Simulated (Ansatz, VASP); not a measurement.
One calculation of WS2, two programs

File INCAR:

```
SYSTEM = WS2
PREC = Accurate
ENCUT = 520
EDIFF = 1E-8
ISMEAR = -1
SIGMA = 0.08
LREAL = .FALSE.
LASPH = .TRUE.
NELM = 100
ALGO = Normal
ISIF = 2
LWAVE = .FALSE.
LCHARG = .FALSE.
GGA = CA
LEFG = .TRUE.
NBANDS = 20
```

Contents of KPOINTS:

```
Automatic mesh
0
G
  13 13 13
  0 0 0
```

Contents of POSCAR:

```
WS2
1.0
    1.5737194071      0.9085873233      6.1427167022
   -1.5737194071      0.9085873233      6.1427167022
    0.0000000000     -1.8171746466      6.1427167022
W S
1 2
Direct
    0.0000000000      0.0000000000      0.0000000000
    0.7503000000      0.7503000000      0.7503000000
    0.5810000000      0.5810000000      0.5810000000
```

Input for Ansatz:

```yaml
crystal:
  lattice:
    - [1.5737194071, 0.9085873233, 6.1427167022]
    - [-1.5737194071, 0.9085873233, 6.1427167022]
    - [0.0, -1.8171746466, 6.1427167022]
  atoms:
    - { symbol: W, position: [0.0, 0.0, 0.0] }
    - { symbol: S, position: [0.7503, 0.7503, 0.7503] }
    - { symbol: S, position: [0.581, 0.581, 0.581] }
kpoints:
  mp_grid: { grid: [13, 13, 13] }
scf:
  occupations: { method: fermi_dirac, width: 0.08 }
hamiltonian:
  xc: lda
  pseudopotentials: { kind: all_electron, datasets: crystal }
output:
  forces: true
  stress: true
  eigenvalues: true
  efg: { contact_densities: true }
```

Change from the starting cell: volume scaled by 0.99, crystal datasets.

Alike in both runs: task electric field gradients; functional LDA; k mesh 13 × 13 × 13; occupations fermi-dirac, width 0.08 eV; no spin polarisation.

|  | VASP | Ansatz |
| --- | --- | --- |
| version | VASP 6.6.1 | Ansatz 0.2.0 |
| potentials or method | VASP PAW LDA potentials, release 64 (W_sv, S), cutoff 520 eV | all-electron PAW with datasets made for the crystal, scalar-relativistic |

|  | VASP | Ansatz | Ansatz less VASP |
| --- | --- | --- | --- |
| pressure (GPa) | -1.6 | -2.0 | -0.36 |
| traceless stress, the component that is largest in VASP (GPa) | 0.42 | 0.40 | -0.019 |
| rms of the force components (eV/Å) | 0.247 | 0.248 | +0.0018 |
| size of Vzz on the site where it differs most (V/Å²) | 161.0 | 174.7 | +13.69 |

LDA's correlation is that of Perdew and Zunger in VASP and of Perdew and Wang (1992) in Ansatz. Atom by atom the forces differ by 0.022 eV/Å (rms over components). Ansatz ran all-electron here, and VASP with PAW potentials.

Neither program's run includes spin-orbit coupling.
